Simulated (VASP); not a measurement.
Wanted: the native input for a VASP 6.6.1 run.

```
Task                   : single point
Functional             : PBE
Potentials or basis    : VASP PAW PBE potentials, release 64 (Ca_sv, Se)
Cutoff                 : 520 eV
k mesh                 : 12 × 12 × 12
Occupations            : fermi-dirac, width 0.08 eV
Spin                   : no spin polarisation
Dipole correction      : no
Further INCAR settings : ALGO = Normal; EDIFF = 1e-06; NBANDS = 15
```

The structure of CaSe (rocksalt type) lies in POSCAR:

```
CaSe
1.0
    0.0000000000      2.7065697227      2.7065697227
    2.7065697227      0.0000000000      2.7065697227
    2.7065697227      2.7065697227      0.0000000000
Ca Se
1 1
Direct
    0.0000000000      0.0000000000      0.0000000000
    0.5000000000      0.5000000000      0.5000000000
```

One way to write it, as run:

INCAR

```
PREC = Accurate
ENCUT = 520
EDIFF = 1E-6
ISMEAR = -1
SIGMA = 0.08
LREAL = F
LASPH = T
NELM = 100
ALGO = Normal
ISIF = 2
LWAVE = F
LCHARG = F
GGA = PE
NBANDS = 15
```

KPOINTS

```
Automatic mesh
0
Gamma
  12 12 12
```

Potentials or basis: VASP PAW PBE potentials, release 64 (Ca_sv, Se).

Command:

```sh
$ cat potpaw_PBE.64/Ca_sv/POTCAR potpaw_PBE.64/Se/POTCAR > POTCAR
$ mpirun -np 1 vasp_std > vasp.out
```

Results of the run:

| Property | Result |
| --- | --- |
| Pressure | 25.3 GPa |
| Band gap on the k mesh | 1.12 eV (least direct gap 2.30 eV) |

Caveat: the cell stands under pressure.

Run time: 36 s on 1 thread of AMD EPYC 7R13 Processor (Zen 3), on a shared host, peak memory 0.15 GiB.
